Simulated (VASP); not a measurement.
# TaN (P-6m2) in VASP: notebook

TaN is run at these levels: PBEsol; tasks: single point, relaxation of cell and atoms.

All numbers are computed with VASP 6.6.1; they aren't measurements. Logs are shortened: lines on timing, memory, paths and dates and some standing lists are left out, and cuts for length are marked.

**1. The cell of the first run**

It takes space group P-6m2 (No. 187, hexagonal). The conventional cell has a = 2.851 Å, b = 2.851 Å, c = 2.811 Å, α = 90.00°, β = 90.00°, γ = 120.00°. Ta (site symmetry -6m2) has 6 N at 2.16 Å and 8 Ta at 2.81 to 2.85 Å within 2.9 Å. Within 2.9 Å of N (site symmetry -6m2) lie 6 Ta at 2.16 Å and 8 N at 2.81 to 2.85 Å.

**2. Single point, PBEsol**

The input, INCAR:

```
SYSTEM = TaN
  PREC = Accurate
  ENCUT = 520
  EDIFF = 1E-6
  ISMEAR = -1
  SIGMA = 0.15
  LREAL = .FALSE.
  LASPH = .TRUE.
  NELM = 80
  ALGO = Normal
  ISIF = 2
  LWAVE = .FALSE.
  LCHARG = .TRUE.
  GGA = PS
  LELF = .TRUE.
  LVHAR = .TRUE.
  NBANDS = 15
```

The input, KPOINTS:

```
Automatic mesh
0
G
  18 18 14
  0 0 0
```

The input, POSCAR:

```
TaN
1.0
    2.8512880004      0.0000000000      0.0000000000
   -1.4256440002      2.4692878418      0.0000000000
    0.0000000000      0.0000000000      2.8114574436
Ta N
1 1
Direct
    0.3333333333      0.6666666667      0.5000000000
    0.0000000000      0.0000000000      0.0000000000
```

Potentials or basis: VASP PAW PBE potentials, release 64 (Ta_pv, N).

The run is started by

```
$ cat potpaw_PBE.64/Ta_pv/POTCAR potpaw_PBE.64/N/POTCAR > POTCAR
$ mpirun -np 1 vasp_std > vasp.out
```

OUTCAR:

```text
SYSTEM = TaN
   PREC = Accurate
   ENCUT = 520
   EDIFF = 1E-6
   ISMEAR = -1
   LREAL = .FALSE.
   LASPH = .TRUE.
   NELM = 80
   ISIF = 2
   GGA = PS

 ion  position               nearest neighbor table
   1  0.333  0.667  0.500-   2 2.16   2 2.16   2 2.16   2 2.16   2 2.16   2 2.16
   2  0.000  0.000  0.000-   1 2.16   1 2.16   1 2.16   1 2.16   1 2.16   1 2.16

  LATTYP: Found a hexagonal cell.
 ALAT       =     2.8512880004
 C/A-ratio  =     0.9860306792

  Lattice vectors:

 A1 = (   2.8512880004,   0.0000000000,   0.0000000000)
 A2 = (  -1.4256440002,   2.4692878418,   0.0000000000)
 A3 = (   0.0000000000,   0.0000000000,   2.8114574436)

Analysis of symmetry for initial positions (statically):
=====================================================================
 Subroutine PRICEL returns:
 Original cell was already a primitive cell.

 Routine SETGRP: Setting up the symmetry group for a
 hexagonal supercell.

 Subroutine GETGRP returns: Found 12 space group operations
 (whereof 12 operations were pure point group operations)
 out of a pool of 24 trial point group operations.

The static configuration has the point symmetry D_3h.

Analysis of symmetry for dynamics (positions and initial velocities):
=====================================================================
 Subroutine PRICEL returns:
 Original cell was already a primitive cell.

 Routine SETGRP: Setting up the symmetry group for a
 hexagonal supercell.

 Subroutine GETGRP returns: Found 12 space group operations
 (whereof 12 operations were pure point group operations)
 out of a pool of 24 trial point group operations.

The dynamic configuration has the point symmetry D_3h.

 Subroutine INISYM returns: Found 12 space group operations
 (whereof 12 operations are pure point group operations),
 and found     1 'primitive' translations

----------------------------------------------------------------------------------------

                                     Primitive cell

  volume of cell :      19.7945

  direct lattice vectors                    reciprocal lattice vectors
     2.851288000  0.000000000  0.000000000     0.350718693  0.202487532  0.000000000
    -1.425644000  2.469287842  0.000000000     0.000000000  0.404975063  0.000000000
     0.000000000  0.000000000  2.811457444     0.000000000  0.000000000  0.355687404

  length of vectors
     2.851288000  2.851288000  2.811457444     0.404975063  0.404975063  0.355687404

  position of ions in fractional coordinates (direct lattice)
     0.333333333  0.666666667  0.500000000
     0.000000000  0.000000000  0.000000000
[... 89 lines left out ...]
   NUPDOWN=      -1.0000    fix difference up-down
   EMIN   =  10.00;   EMAX   =-10.00  energy-range for DOS
   EFERMI =   0.00;   METHOD = LEGACY
   ISMEAR =    -1;   SIGMA  =   0.15  broadening in eV -4-tet -1-fermi 0-gaus
   EFERMI_NEDOS =   21; number of points for ismear=-14 and -15
   IALGO  =     38    algorithm
   IMIX   =      4    mixing-type and parameters
     AMIX     =   0.40;   BMIX     =  1.00
     AMIX_MAG =   1.60;   BMIX_MAG =  1.00
  volume/ion in A,a.u.               =       9.90        66.79
  Fermi-wavevector in a.u.,A,eV,Ry     =   1.524989  2.881811 31.641594  2.325592
  Thomas-Fermi vector in A             =   2.633221
   LORBIT       =      0    0 simple, 1 ext, 2 COOP (PROOUT), +10 PAW based schemes
   GGA     = PS    functional components
   LHFCALC =     F    Hartree Fock is set to
   AEXX    =    0.0000 exact exchange contribution
   IVDW    =     0    specifies the selected vdW correction
   LEPSILON=     F    determine dielectric tensor
   LRPA    =     F    only Hartree local field effects (RPA)
 non-spin polarized calculation
  energy-cutoff  :      520.00
  volume of cell :       19.79
 maximum number of plane-waves:       550
 NGX is ok and might be reduce to    24
   NGX = 11   NGY = 11   NGZ = 11

 number of electron      16.0000000 magnetization

 Free energy of the ion-electron system (eV)
  ---------------------------------------------------
  ext. energy  EPLUGINS =         0.00000000
  ---------------------------------------------------
  free energy    TOTEN  =       -23.66980203 eV

  energy without entropy =      -23.65985025  energy(sigma->0) =      -23.66482614

 E-fermi :   9.0477     XC(G=0): -13.9757

 val. band max:        9.0210202526   @ k =   0.0556  -0.0000   0.4286
 cond. band min:       9.1043850189   @ k =   0.0000   0.0000   0.3571
 fundamental gap:      0.0833647662
 Fermi energy:         9.0476730991

 k-point     1 :       0.0000    0.0000    0.0000
  band No.  band energies     occupation
      1     -25.5433      2.00000
      2     -25.2033      2.00000
      3     -25.2033      2.00000
      4      -9.3841      2.00000
      5       4.0933      2.00000
      6       4.0933      2.00000
      7       4.3487      2.00000
      8       5.9765      2.00000
      9      11.9142      0.00000
     10      12.9830      0.00000
     11      12.9830      0.00000
     12      13.4832      0.00000
     13      13.4832      0.00000
     14      22.5403      0.00000
[... 401 lines left out ...]
      2     -25.6192      2.00000
      3     -25.3383      2.00000
      4      -6.6756      2.00000
      5       0.4278      2.00000
      6       3.3953      2.00000
      7       4.4702      2.00000
      8       6.5264      2.00000
      9      11.4901      0.00000
     10      12.4617      0.00000
     11      14.2003      0.00000
     12      15.6982      0.00000
     13      18.5910      0.00000
     14      22.2513      0.00000
     15      22.7970      0.00000

 [... further k-points ...]

------------------------ aborting loop because EDIFF is reached ----------------------------------------

  FORCE on cell =-STRESS in cart. coord.  units (eV):
  Direction    XX          YY          ZZ          XY          YZ          ZX
  --------------------------------------------------------------------------------------
  -------------------------------------------------------------------------------------
  Total        3.8504104      3.8504104      3.8850248      0.0000000      0.0000000      0.0000000
  in kB      311.6544183    311.6544183    314.4561230      0.0000000      0.0000000      0.0000000
  external PRESSURE =     312.5883199 kB  Pullay stress =       0.0000000 kB

 VOLUME and BASIS-vectors are now :
 -----------------------------------------------------------------------------
  energy-cutoff  :      520.00
  volume of cell :       19.79
      direct lattice vectors                 reciprocal lattice vectors
     2.851288000  0.000000000  0.000000000     0.350718693  0.202487532  0.000000000
    -1.425644000  2.469287842  0.000000000     0.000000000  0.404975063  0.000000000
     0.000000000  0.000000000  2.811457444     0.000000000  0.000000000  0.355687404

 POSITION                                       TOTAL-FORCE (eV/Angst)
 -----------------------------------------------------------------------------------
     -0.00000      1.64619      1.40573        -0.000000      0.000000      0.000000
      0.00000      0.00000      0.00000         0.000000      0.000000      0.000000
 -----------------------------------------------------------------------------------
    total drift:                                0.000000     -0.000000     -0.000000

  FREE ENERGIE OF THE ION-ELECTRON SYSTEM (eV)
  ---------------------------------------------------
  free  energy   TOTEN  =       -23.6698020255 eV

  energy  without entropy=      -23.6598502464  energy(sigma->0) =      -23.66482614
```

OSZICAR:

```text
N       E                     dE             d eps       ncg     rms          rms(c)
DAV:   1     0.910664407353E+02    0.91066E+02   -0.88137E+03  8880   0.115E+03
DAV:   2    -0.231569981432E+02   -0.11422E+03   -0.10761E+03 10623   0.311E+02
DAV:   3    -0.259430350454E+02   -0.27860E+01   -0.27734E+01 10357   0.454E+01
DAV:   4    -0.259532872815E+02   -0.10252E-01   -0.10250E-01 11421   0.300E+00
DAV:   5    -0.259533384067E+02   -0.51125E-04   -0.51124E-04 10455   0.196E-01    0.283E+01
DAV:   6    -0.237421995325E+02    0.22111E+01   -0.33810E+00 11409   0.225E+01    0.125E+01
DAV:   7    -0.237017496749E+02    0.40450E-01   -0.55253E-01  9293   0.565E+00    0.803E+00
DAV:   8    -0.236765119999E+02    0.25238E-01   -0.10170E-01 11050   0.269E+00    0.160E+00
DAV:   9    -0.236698670452E+02    0.66450E-02   -0.12783E-02 10049   0.951E-01    0.160E-01
DAV:  10    -0.236698712918E+02   -0.42466E-05   -0.99104E-04 10854   0.373E-01    0.795E-02
DAV:  11    -0.236698015519E+02    0.69740E-04   -0.95859E-05 10497   0.109E-01    0.908E-03
DAV:  12    -0.236698020852E+02   -0.53325E-06   -0.11301E-05  9293   0.315E-02    0.508E-03
DAV:  13    -0.236698020255E+02    0.59675E-07   -0.54877E-08  4643   0.210E-03
   1 F= -.23669802E+02 E0= -.23664826E+02  d E =-.995178E-02
```

stdout:

```text
POSCAR found type information on POSCAR TaN
 POSCAR found :  2 types and       2 ions
 scaLAPACK will be used
 -----------------------------------------------------------------------------
|                                                                             |
|                                                                             |
|     You enforced a specific xc type in the INCAR file but a different       |
|     I HOPE YOU KNOW WHAT YOU ARE DOING!                                     |
|                                                                             |
 -----------------------------------------------------------------------------

 LDA part: xc-table for (Slater+PW92), standard interpolation
 POSCAR, INCAR and KPOINTS ok, starting setup
 FFT: planning ... GRIDC
 FFT: planning ... GRID_SOFT
 FFT: planning ... GRID
 WAVECAR not read
 entering main loop
```

Run time: 98 s. Hardware: 1 thread of Intel Xeon 8259CL, shared host; peak memory 0.21 GiB.

Results:

- Free energy: -23.6698 eV
- Pressure: 31.3 GPa
- Band gap on the k mesh: zero (bands 8 and 9 overlap by 0.36 eV)

Stress tensor (GPa, compression positive):
```
31.17  0.00  0.00
 0.00 31.17  0.00
 0.00  0.00 31.45
```

Caveat: the cell stands under pressure; the PAW data sets were made with another functional, which shifts forces and pressure a little; spin-orbit coupling is left out, which moves the levels of the heavy elements.

**3. Relaxation of cell and atoms, PBEsol**

This run uses another cell than the first one, of 10.63 Å³/atom.

The input, INCAR:

```
  PREC = Accurate
  ENCUT = 600
  EDIFF = 1E-6
  ISMEAR = -1
  SIGMA = 0.15
  LREAL = F
  LASPH = T
  NELM = 60
  ALGO = Normal
  ISIF = 3
  LWAVE = F
  LCHARG = F
  GGA = PS
  IBRION = 2
  NSW = 80
  EDIFFG = -0.001
```

The input, KPOINTS:

```
Automatic mesh
0
Gamma
  18 18 14
```

The input, POSCAR:

```
TaN
1.0
    2.9239890448      0.0000000000      0.0000000000
   -1.4619945224      2.5322487932      0.0000000000
    0.0000000000      0.0000000000      2.8707276426
Ta N
1 1
Direct
    0.3333333333      0.6666666667      0.5000000000
    0.0000000000      0.0000000000      0.0000000000
```

Potentials or basis: VASP PAW PBE potentials, release 64 (Ta_pv, N).

The run is started by

```
$ cat potpaw_PBE.64/Ta_pv/POTCAR potpaw_PBE.64/N/POTCAR > POTCAR
$ mpirun -np 1 vasp_std > vasp.out
```

Run time: 14 min. Hardware: 1 thread of Intel Xeon 8259CL, shared host; peak memory 0.25 GiB.

Results (log left out):

| Property | Result |
| --- | --- |
| Free energy | -23.8114 eV |
| Relaxed volume | 10.65 Å³/atom |
| Relaxed cell | a = 2.926 Å, b = 2.926 Å, c = 2.872 Å, α = 90.00°, β = 90.00°, γ = 120.00° |
| Space group after relaxing (to 0.1 Å) | P-6m2 (No. 187) |
| Energy gained by relaxing | 0.0 meV/atom |
| Ionic steps | 43 |
| Pressure after relaxing | 0.0 GPa |
| Band gap on the k mesh | zero (bands 8 and 9 overlap by 0.34 eV) |

Final structure:
```
CELL_PARAMETERS angstrom
2.92604 0.00000 0.00000
-1.46302 2.53402 0.00000
0.00000 0.00000 2.87240
ATOMIC_POSITIONS crystal
Ta 0.33333 0.66667 0.50000
N 0.00000 0.00000 0.00000
```

Levels at points of the mesh, in eV from the Fermi level:
```
           k point  band 5  band 6  band 7  band 8  band 9  band 10  band 11  band 12
(0.00, 0.00, 0.00)   -4.64   -4.64   -4.31   -2.95    2.28     3.62     3.62     4.02
(0.50, 0.00, 0.00)   -8.41   -5.29   -3.58   -3.21    3.01     4.09     5.25     5.37
(0.00, 0.00, 0.50)   -9.49   -3.81   -3.81   -0.13   -0.13     2.44     3.31     3.31
(0.50, 0.00, 0.50)   -7.44   -6.28   -5.79   -0.35    4.21     5.43     6.15     7.18
```

Caveat: the PAW data sets were made with another functional, which shifts forces and pressure a little; spin-orbit coupling is left out, which moves the levels of the heavy elements.

(Part 1 of 2 ends here.)

The gap in the log of VASP goes by the Fermi energy; the results here count the filled bands.